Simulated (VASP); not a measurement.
# AgI (F-43m) in VASP: notebook, part 2 of 2

VASP 6.6.1. Earlier steps stand in the parts before.

**4. Single point, PBEsol, non-collinear spin, zero start, spin-orbit coupling**

This run uses another cell than the first one, of 31.89 Å³/atom, 1.093 times its volume.

INCAR reads:

```
SYSTEM = AgI
PREC = Accurate
ENCUT = 500
EDIFF = 1E-6
ISMEAR = 0
SIGMA = 0.01
LREAL = .FALSE.
LASPH = .TRUE.
NELM = 200
ALGO = Normal
ISIF = 2
LWAVE = .FALSE.
LCHARG = .FALSE.
LNONCOLLINEAR = .TRUE.
MAGMOM = 0 0 0 0 0 0
LORBIT = 11
LSORBIT = .TRUE.
GGA_COMPAT = .FALSE.
LORBMOM = .TRUE.
LMAXMIX = 4
GGA = PS
NBANDS = 30
```

KPOINTS reads:

```
regular mesh
0
G
  6 6 6
  0 0 0
```

POSCAR reads:

```
AgI
1.0
    3.1711844924      3.1711844924      0.0000000000
   -3.1711844924      3.1711844924      0.0000000000
    0.0000000000      3.1711844924      3.1711844924
Ag I
1 1
Direct
    0.0000000000      0.0000000000      0.0000000000
    0.7500000000      0.2500000000      0.5000000000
```

Potentials or basis: VASP PAW PBE potentials, release 64 (Ag, I).

Launch:

```bash
$ cat potpaw_PBE.64/Ag/POTCAR potpaw_PBE.64/I/POTCAR > POTCAR
$ mpirun -np 1 vasp_ncl > vasp.out
```

OUTCAR:

```text
SYSTEM = AgI
   PREC = Accurate
   ENCUT = 500
   EDIFF = 1E-6
   ISMEAR = 0
   LREAL = .FALSE.
   LASPH = .TRUE.
   NELM = 200
   ISIF = 2
   LNONCOLLINEAR = .TRUE.
   LORBIT = 11
   LSORBIT = .TRUE.
   GGA = PS

 ion  position               nearest neighbor table
   1  0.000  0.000  0.000-   2 2.75   2 2.75   2 2.75   2 2.75
   2  0.750  0.250  0.500-   1 2.75   1 2.75   1 2.75   1 2.75

  LATTYP: Found a face centered cubic cell.
 ALAT       =     6.3423689848

  Lattice vectors:

 A1 = (   0.0000000000,   3.1711844924,   3.1711844924)
 A2 = (   3.1711844924,   0.0000000000,   3.1711844924)
 A3 = (   3.1711844924,   3.1711844924,   0.0000000000)

Analysis of symmetry for initial positions (statically):
=====================================================================
 Subroutine PRICEL returns:
 Original cell was already a primitive cell.

 Routine SETGRP: Setting up the symmetry group for a
 face centered cubic supercell.

 Subroutine GETGRP returns: Found 24 space group operations
 (whereof 24 operations were pure point group operations)
 out of a pool of 48 trial point group operations.

The static configuration has the point symmetry T_d .

Analysis of symmetry for dynamics (positions and initial velocities):
=====================================================================
 Subroutine PRICEL returns:
 Original cell was already a primitive cell.

 Routine SETGRP: Setting up the symmetry group for a
 face centered cubic supercell.

 Subroutine GETGRP returns: Found 24 space group operations
 (whereof 24 operations were pure point group operations)
 out of a pool of 48 trial point group operations.

The dynamic configuration has the point symmetry T_d .

Analysis of structural, dynamic, and magnetic symmetry:
=====================================================================
 Subroutine PRICEL returns:
 Original cell was already a primitive cell.

 Routine SETGRP: Setting up the symmetry group for a
[... 931 lines left out ...]
 # of ion     p       d       tot
 ----------------------------------------
  1         0.000   0.000   0.000
  2        -0.000  -0.000  -0.000
 ----------------------------------------
           -0.000   0.000   0.000

 orbital moment (z)

 # of ion     p       d       tot
 ----------------------------------------
  1         0.000   0.000   0.000
  2         0.000  -0.000  -0.000
 ----------------------------------------
            0.000  -0.000   0.000

 Spin-Orbit-Coupling matrix elements

 Ion:    1  E_soc:     -0.0486150
 l=   1
     0.0000000    -0.0023017    -0.0023017
    -0.0023017     0.0000000    -0.0023017
    -0.0023017    -0.0023017     0.0000000
 l=   2
     0.0000000    -0.0012045     0.0000000    -0.0012045    -0.0045962
    -0.0012045     0.0000000    -0.0034472    -0.0012045    -0.0011491
     0.0000000    -0.0034472     0.0000000    -0.0034472     0.0000000
    -0.0012045    -0.0012045    -0.0034472     0.0000000    -0.0011491
    -0.0045962    -0.0011491     0.0000000    -0.0011491     0.0000000
 l=   3
     0.0000000     0.0000000     0.0000000     0.0000000     0.0000000     0.0000000     0.0000000
     0.0000000     0.0000000     0.0000000     0.0000000     0.0000000     0.0000000     0.0000000
     0.0000000     0.0000000     0.0000000     0.0000000     0.0000000     0.0000000     0.0000000
     0.0000000     0.0000000     0.0000000     0.0000000     0.0000000     0.0000000     0.0000000
     0.0000000     0.0000000     0.0000000     0.0000000     0.0000000     0.0000000     0.0000000
     0.0000000     0.0000000     0.0000000     0.0000000     0.0000000     0.0000000     0.0000000
     0.0000000     0.0000000     0.0000000     0.0000000     0.0000000     0.0000000     0.0000000

 Ion:    2  E_soc:     -0.2621747
 l=   1
     0.0000000    -0.0435579    -0.0435579
    -0.0435579     0.0000000    -0.0435579
    -0.0435579    -0.0435579     0.0000000
 l=   2
     0.0000000    -0.0000471     0.0000000    -0.0000471    -0.0000908
    -0.0000471     0.0000000    -0.0000681    -0.0000471    -0.0000227
     0.0000000    -0.0000681     0.0000000    -0.0000681     0.0000000
    -0.0000471    -0.0000471    -0.0000681     0.0000000    -0.0000227
    -0.0000908    -0.0000227     0.0000000    -0.0000227     0.0000000
 l=   3
     0.0000000     0.0000000     0.0000000     0.0000000     0.0000000     0.0000000     0.0000000
     0.0000000     0.0000000     0.0000000     0.0000000     0.0000000     0.0000000     0.0000000
     0.0000000     0.0000000     0.0000000     0.0000000     0.0000000     0.0000000     0.0000000
     0.0000000     0.0000000     0.0000000     0.0000000     0.0000000     0.0000000     0.0000000
     0.0000000     0.0000000     0.0000000     0.0000000     0.0000000     0.0000000     0.0000000
     0.0000000     0.0000000     0.0000000     0.0000000     0.0000000     0.0000000     0.0000000
     0.0000000     0.0000000     0.0000000     0.0000000     0.0000000     0.0000000     0.0000000

 total charge

# of ion       s       p       d       tot
------------------------------------------
    1        0.333   0.270   9.281   9.883
    2        1.495   2.754   0.045   4.295
--------------------------------------------------
tot          1.828   3.024   9.326  14.178

 magnetization (x)

# of ion       s       p       d       tot
------------------------------------------
    1        0.000   0.000   0.000   0.000
    2        0.000   0.000  -0.000   0.000
--------------------------------------------------
tot          0.000   0.000   0.000   0.000

 magnetization (y)

# of ion       s       p       d       tot
------------------------------------------
    1       -0.000  -0.000   0.000  -0.000
    2        0.000   0.000   0.000   0.000
--------------------------------------------------
tot         -0.000   0.000   0.000  -0.000

 magnetization (z)

# of ion       s       p       d       tot
------------------------------------------
    1        0.000   0.000   0.000   0.000
    2        0.000   0.000   0.000   0.000
--------------------------------------------------
tot          0.000   0.000   0.000   0.000
```

OSZICAR:

```text
N       E                     dE             d eps       ncg     rms          rms(c)
DAV:   1     0.990996607954E+02    0.99100E+02   -0.74821E+03  1336   0.997E+02
DAV:   2    -0.925881759169E+00   -0.10003E+03   -0.95012E+02  1460   0.218E+02
DAV:   3    -0.564929920945E+01   -0.47234E+01   -0.46910E+01  1572   0.469E+01
DAV:   4    -0.573216431381E+01   -0.82865E-01   -0.82844E-01  1622   0.609E+00
DAV:   5    -0.573306135619E+01   -0.89704E-03   -0.89703E-03  1562   0.651E-01    0.740E+00
DAV:   6    -0.559136838855E+01    0.14169E+00   -0.44303E-01  1446   0.961E+00    0.516E+00
DAV:   7    -0.559005944517E+01    0.13089E-02   -0.67099E-02  1488   0.151E+00    0.289E+00
DAV:   8    -0.558829632957E+01    0.17631E-02   -0.19558E-03  1506   0.411E-01    0.114E+00
DAV:   9    -0.558824557940E+01    0.50750E-04   -0.36796E-04  1490   0.120E-01    0.115E-01
DAV:  10    -0.558828725519E+01   -0.41676E-04   -0.72285E-05  1492   0.110E-01    0.336E-02
DAV:  11    -0.558831289506E+01   -0.25640E-04   -0.13867E-05  1502   0.263E-02    0.171E-02
DAV:  12    -0.558832143690E+01   -0.85418E-05   -0.80784E-06  1464   0.202E-02    0.101E-02
DAV:  13    -0.558832145687E+01   -0.19970E-07   -0.44919E-07  1178   0.469E-03
   1 F= -.55883215E+01 E0= -.55883215E+01  d E =-.159258E-22  mag=    -0.0000    -0.0000    -0.0000
```

Run time: 59 s. Hardware: 1 thread of AMD EPYC 9R45 (Zen 5), shared host; peak memory 0.36 GiB.

What came out:

| Quantity | Value |
| --- | --- |
| Free energy | -5.5883 eV |
| Pressure | 2.0 GPa |
| Net moment | 0.00 μB per cell |
| Valence electrons inside the program's atomic spheres | Ag 9.88; I 4.29 |

Moments on the atoms (μB; x, y, z):
```
Ag  0.00 0.00 0.00
I   0.00 0.00 0.00
```

Caveat: the PAW data sets were made with another functional, which shifts forces and pressure a little.

**5. Overview**

```csv
cell,pressure (GPa),moment (μB)
"a = 4.353 Å, angles 60.0, 60.0, 90.0°, 2 atoms",6.9,0.00
"a = 4.425 Å, angles 60.0, 60.0, 90.0°, 2 atoms",3.9,0.00
"a = 4.485 Å, angles 60.0, 60.0, 90.0°, 2 atoms",2.0,0.00
```

Alike in all rows: task single point; level PBEsol; potentials or basis VASP PAW PBE potentials, release 64 (Ag, I); spin non-collinear, zero start, SOC; k mesh 6 × 6 × 6; cutoff (eV) 500; smearing gaussian 0.01 eV.

Caveats: the PAW data sets were made with another functional, which shifts forces and pressure a little.

Absolute energies hang on the potentials; compare differences alone.
